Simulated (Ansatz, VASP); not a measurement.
## Two plane-wave programs on Pt

```
Pt
1.0
     5.06296    0.00000    0.00000
     0.00000    5.06296    0.00000
     0.00000    0.00000    5.06296
Pt
8
Direct
  0.50000 0.50000 0.50000
  0.00000 0.00000 0.00000
  0.25000 0.00000 0.50000
  0.50000 0.25000 0.00000
  0.50000 0.75000 0.00000
  0.75000 0.00000 0.50000
  0.00000 0.50000 0.75000
  0.00000 0.50000 0.25000
```

Alike in both runs: functional PBE; k mesh 8 × 8 × 8; occupations gaussian, width 0.1 eV; no spin polarisation.

Ansatz relaxed the structure, and its values are those at the end. VASP's run is a single point on that final structure, the one shown.

|  | VASP | Ansatz |
| --- | --- | --- |
| version | VASP 6.6.1 | Ansatz 0.2.0 |
| potentials or method | VASP PAW PBE potentials, release 64 (Pt), cutoff 520 eV | scalar-relativistic, plane waves, PAW |
| valence electrons in the cell | 80 | 144 |

```csv
,VASP,Ansatz,Ansatz less VASP
gap on the k mesh at the Fermi level (eV),none,none,-
pressure (GPa),-0.5,0.0,+0.48
```

A gap of «none» marks a metal or a gap that the smearing closes. VASP's potentials hold 80 valence electrons a cell and Ansatz's 144, so a difference there can come from the potentials and not from the codes.

Neither program's run includes spin-orbit coupling.
